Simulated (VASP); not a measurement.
A run of VASP 6.6.1:

Contents of INCAR:

```
PREC = Accurate
ENCUT = 600
EDIFF = 1E-6
ISMEAR = 0
SIGMA = 0.1
LREAL = False
LASPH = True
NELM = 60
ALGO = Normal
ISIF = 3
LWAVE = False
LCHARG = False
GGA = PE
IBRION = 2
NSW = 100
EDIFFG = -0.005
```

Contents of KPOINTS:

```
regular mesh
0
Gamma
  12 12 12
```

File POSCAR:

```
GaSb
1.0
    0.0000000000      3.0686043160      3.0686043160
    3.0686043160      0.0000000000      3.0686043160
    3.0686043160      3.0686043160      0.0000000000
Ga Sb
1 1
Direct
    0.0000000000      0.0000000000      0.0000000000
    0.7500000000      0.7500000000      0.7500000000
```

Potentials or basis: VASP PAW PBE potentials, release 64 (Ga_d, Sb).

Run with:

```console
$ cat potpaw_PBE.64/Ga_d/POTCAR potpaw_PBE.64/Sb/POTCAR > POTCAR
$ mpirun -np 1 vasp_std > vasp.out
```

Hardware: 1 thread of Intel Xeon 8259CL, on a shared host.

Q: How long does it take, and how much memory?

A: Run time: 3.2 min on 1 thread of Intel Xeon 8259CL, with other jobs on the host, peak memory 0.26 GiB. Counts: scf iterations 26, k points 72, ion steps 3.
